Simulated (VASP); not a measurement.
A run of VASP 6.6.1 is set up as follows.

INCAR

```
PREC     = Accurate       # precision mode
ENCUT    = 520            # plane-wave cutoff, eV
EDIFF    = 1E-6           # SCF threshold, eV
ISMEAR   = 0              # smearing method
SIGMA    = 0.05           # smearing width, eV
LREAL    = F              # projectors in reciprocal space
LASPH    = T              # aspherical terms in the spheres
NELM     = 80             # most SCF steps
ALGO     = Normal         # electronic algorithm
ISIF     = 2              # what is computed and relaxed
LWAVE    = F              # write WAVECAR
LCHARG   = T              # write CHGCAR
GGA      = CA             # functional
LELF     = T              # ELF
LVHAR    = T            
NBANDS   = 15             # bands
```

KPOINTS

```
regular mesh
0
Gamma
  8 8 8
```

The input POSCAR:

```
KF
1.0
    0.0835022519      2.6241387187      2.6241387187
    2.6241387187      0.0835022519      2.6241387187
    2.6241387187      2.6241387187      0.0835022519
K F
1 1
Direct
    0.0000000000      0.0000000000      0.0000000000
    0.5000000000      0.5000000000      0.5000000000
```

Potentials or basis: VASP PAW LDA potentials, release 64 (K_sv, F).

Run with:

```sh
$ cat potpaw_LDA.64/K_sv/POTCAR potpaw_LDA.64/F/POTCAR > POTCAR
$ mpirun -np 1 vasp_std > vasp.out
```

Q: Estimate the pressure.

A: 0.2 GPa.

Q: What does it give for the band gap on the k mesh?

A: 6.32 eV, direct.

Stress tensor (GPa, compression positive):
```
 0.15 -0.48 -0.48
-0.48  0.15 -0.48
-0.48 -0.48  0.15
```

A k mesh can miss the band edges.
